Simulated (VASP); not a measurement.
Wanted: the native input for a VASP 6.6.1 run.

| Property | Result |
| --- | --- |
| Task | single point |
| Functional | PBE |
| Potentials or basis | VASP PAW PBE potentials, release 64 (In_d, Ga_d, N_h) |
| Cutoff | 1330 eV |
| k mesh | 4 × 4 × 4 |
| Occupations | gaussian, width 0.1 eV |
| Spin | no spin polarisation |
| Dipole correction | no |
| Further INCAR settings | ALGO = Normal; EDIFF = 1e-06; NBANDS = 40 |

The structure of In3GaN2 lies in POSCAR:

```
In3GaN2
1.0
    4.6748468600      0.0000000000      0.0000000000
    0.0000000000      4.6748468600      0.0000000000
    0.0000000000      0.0000000000      6.1031761600
In Ga N
3 1 2
Direct
    0.0000000000      0.5000000000      0.5000000000
    0.5000000000      0.0000000000      0.5000000000
    0.5000000000      0.5000000000      0.5000000000
    0.5000000000      0.5000000000      0.0000000000
    0.5000000000      0.5000000000      0.7625267700
    0.5000000000      0.5000000000      0.2374732300
```

The cell was generated, and may not be a known phase.

One way to write it, as run:

INCAR

```
PREC     = Accurate       # precision mode
ENCUT    = 1330           # plane-wave cutoff, eV
EDIFF    = 1E-6           # SCF threshold, eV
ISMEAR   = 0              # smearing method
SIGMA    = 0.1            # smearing width, eV
LREAL    = F              # projectors in reciprocal space
LASPH    = T              # aspherical terms in the spheres
NELM     = 120            # most SCF steps
ALGO     = Normal         # electronic algorithm
ISIF     = 2              # what is computed and relaxed
LWAVE    = F              # write WAVECAR
LCHARG   = F              # write CHGCAR
GGA      = PE             # functional
NBANDS   = 40             # bands
GGA_COMPAT= F
```

KPOINTS

```
Automatic mesh
0
Gamma
  4 4 4
```

Potentials or basis: VASP PAW PBE potentials, release 64 (In_d, Ga_d, N_h).

Run with:

```console
$ cat potpaw_PBE.64/In_d/POTCAR potpaw_PBE.64/Ga_d/POTCAR potpaw_PBE.64/N_h/POTCAR > POTCAR
$ mpirun -np 1 vasp_std > vasp.out
```

It gave:

```yaml
Pressure: 72.9 GPa
Largest_force: 2.332 eV/Å
Band_gap_on_the_k_mesh: zero (bands 31 and 32 overlap by 1.79 eV)
```

Caveat: the stress differs along the axes, from 40 to 139 GPa; spin-orbit coupling is left out, which moves the levels of the heavy elements; forces of over 1 eV/Å act on the atoms, so gaps and moduli don't describe the material at rest.

Wall time 5.7 min on 1 thread of Intel(R) Xeon(R) Platinum 8488C (Sapphire Rapids), on a shared host, peak memory 0.78 GiB.
